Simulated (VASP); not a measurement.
Write the native input for VASP 6.6.1 that does the following.

```
Task                   : single point
Functional             : PBEsol
Potentials or basis    : VASP PAW PBE potentials, release 64 (K_sv, S)
Cutoff                 : 500 eV
k mesh                 : 6 × 6 × 6
Occupations            : gaussian, width 0.01 eV
Spin                   : no spin polarisation
Dipole correction      : no
Further INCAR settings : ALGO = Normal; EDIFF = 1e-06; NBANDS = 19
```

The structure of K2S lies in POSCAR:

```
K2S
1.0
    3.5682885463      3.5682885463      0.0000000000
   -3.5682885463      3.5682885463      0.0000000000
    0.0000000000      3.5682885463      3.5682885463
K S
2 1
Direct
    0.2500000000      0.7500000000      0.5000000000
    0.7500000000      0.2500000000      0.5000000000
    0.0000000000      0.0000000000      0.0000000000
```

The input as run:

INCAR

```
PREC     = Accurate       # precision mode
ENCUT    = 500            # plane-wave cutoff, eV
EDIFF    = 1E-6           # SCF threshold, eV
ISMEAR   = 0              # smearing method
SIGMA    = 0.01           # smearing width, eV
LREAL    = False          # projectors in reciprocal space
LASPH    = True           # aspherical terms in the spheres
NELM     = 120            # most SCF steps
ALGO     = Normal         # electronic algorithm
ISIF     = 2              # what is computed and relaxed
LWAVE    = False          # write WAVECAR
LCHARG   = False          # write CHGCAR
GGA      = PS             # functional
NBANDS   = 19             # bands
GGA_COMPAT= False
```

KPOINTS

```
regular mesh
0
Gamma
  6 6 6
```

Potentials or basis: VASP PAW PBE potentials, release 64 (K_sv, S).

The run is started by

```console
$ cat potpaw_PBE.64/K_sv/POTCAR potpaw_PBE.64/S/POTCAR > POTCAR
$ mpirun -np 1 vasp_std > vasp.out
```

It gave:

- Pressure: 2.1 GPa
- Band gap on the k mesh: 2.54 eV, indirect (least direct gap 2.87 eV)

Caveat: the PAW data sets were made with another functional, which shifts forces and pressure a little.

Wall time 67 s on 1 thread of Intel Xeon 8259CL (shared host), peak memory 0.24 GiB.
